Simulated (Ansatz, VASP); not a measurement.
**SrO in VASP and in Ansatz**

Contents of POSCAR:

```
SrO
1.0
    0.0000000000      2.7753840000      2.4670080000
    2.7753840000      0.0000000000      2.4670080000
    2.7753840000      2.7753840000      0.0000000000
Sr O
1 1
Direct
    0.0000000000      0.0000000000      0.0000000000
    0.5000000000      0.5000000000      0.5000000000
```

File INCAR.step1:

```
ALGO = Normal
EDIFF = 1E-4
ENCUT = 520
GGA = PE
ISMEAR = 0
LASPH = True
LCHARG = False
LREAL = False
LWAVE = True
NBANDS = 15
NELM = 60
PREC = Accurate
SIGMA = 0.05
```

The input INCAR.step2:

```
ALGO = Normal
EDIFF = 1E-6
ENCUT = 520
ISIF = 2
ISMEAR = 0
ISTART = 1
LASPH = True
LCHARG = False
LMIXTAU = True
LREAL = False
LWAVE = False
METAGGA = R2SCAN
NBANDS = 15
NELM = 60
PREC = Accurate
SIGMA = 0.05
```

Contents of KPOINTS:

```
k-points
0
Gamma
  8 8 8
```

Input for Ansatz:

```yaml
crystal:
  lattice:
    - [0.0, 2.775384, 2.467008]
    - [2.775384, 0.0, 2.467008]
    - [2.775384, 2.775384, 0.0]
  atoms:
    - { symbol: Sr, position: [0.0, 0.0, 0.0] }
    - { symbol: O, position: [0.5, 0.5, 0.5] }
basis:
  ecutwfc: 500
kpoints:
  mp_grid: { grid: [8, 8, 8] }
hamiltonian:
  xc: r2scan
scf:
  occupations: { method: gaussian, width: 0.05 }
output:
  forces: true
  stress: true
  eigenvalues: true
```

Change from the starting cell: strain +0.080 along x and y, -0.040 along z, atoms carried along.

Alike in both runs: task single point; functional r2SCAN; k mesh 8 × 8 × 8; occupations gaussian, width 0.05 eV; no spin polarisation.

|  | VASP | Ansatz |
| --- | --- | --- |
| version | VASP 6.6.1 | Ansatz 0.2.0 |
| potentials or method | VASP PAW PBE potentials, release 64 (Sr_sv, O), cutoff 520 eV | scalar-relativistic, plane waves, PAW |
| valence electrons in the cell | 16 | 16 |

|  | VASP | Ansatz | Ansatz less VASP |
| --- | --- | --- | --- |
| gap on the k mesh at the Fermi level (eV) | 3.24 | 3.29 | +0.050 |
| least direct gap on the mesh (eV) | 3.40 | 3.41 | +0.014 |
| pressure (GPa) | -4.8 | -5.2 | -0.42 |
| traceless stress, the component that is largest in VASP (GPa) | 8.12 | 7.65 | -0.468 |

VASP's potentials were made for PBE, not for r2SCAN.
